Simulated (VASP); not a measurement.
Write the native input for VASP 6.6.1 that does the following.

| Property | Result |
| --- | --- |
| Task | single point |
| Functional | LDA |
| Potentials or basis | VASP PAW LDA potentials, release 64 (Hf_pv, B) |
| Cutoff | 520 eV |
| k mesh | 20 × 20 × 20 |
| Occupations | gaussian, width 0.15 eV |
| Spin | no spin polarisation |
| Dipole correction | no |
| Further INCAR settings | ALGO = Normal; EDIFF = 1e-06; NBANDS = 14 |

The structure of HfB lies in POSCAR:

```
HfB
1.0
    0.5630732210      2.6230972000      2.6230972000
    2.6230972000      0.5630732210      2.6230972000
    2.6230972000      2.6230972000      0.5630732210
Hf B
1 1
Direct
    0.5000000000      0.5000000000      0.5000000000
    0.0000000000      0.0000000000      0.0000000000
```

This cell differs from its parent crystal: ratio of the length along [111] to the lengths across it x 1.41, volume and fractional coordinates fixed.

These files were run (other wordings do the same):

INCAR

```
SYSTEM = HfB
PREC = Accurate ; ENCUT = 520
EDIFF = 1E-6 ; ISMEAR = 0
SIGMA = 0.15 ; LREAL = .False.
LASPH = .True. ; NELM = 100
ALGO = Normal ; ISIF = 2
LWAVE = .False. ; LCHARG = .False.
NBANDS = 14
```

KPOINTS

```
regular mesh
0
Gamma
  20 20 20
  0 0 0
```

Potentials or basis: VASP PAW LDA potentials, release 64 (Hf_pv, B).

Run with:

```console
$ cat potpaw_LDA.64/Hf_pv/POTCAR potpaw_LDA.64/B/POTCAR > POTCAR
$ mpirun -np 1 vasp_std > vasp.out
```

It gave:

```yaml
Pressure: 20.6 GPa
```

It took 7.6 min on 1 thread of Intel(R) Xeon(R) Platinum 8259CL CPU @ 2.50GHz (Skylake/Cascade Lake), on a shared host, peak memory 0.38 GiB.
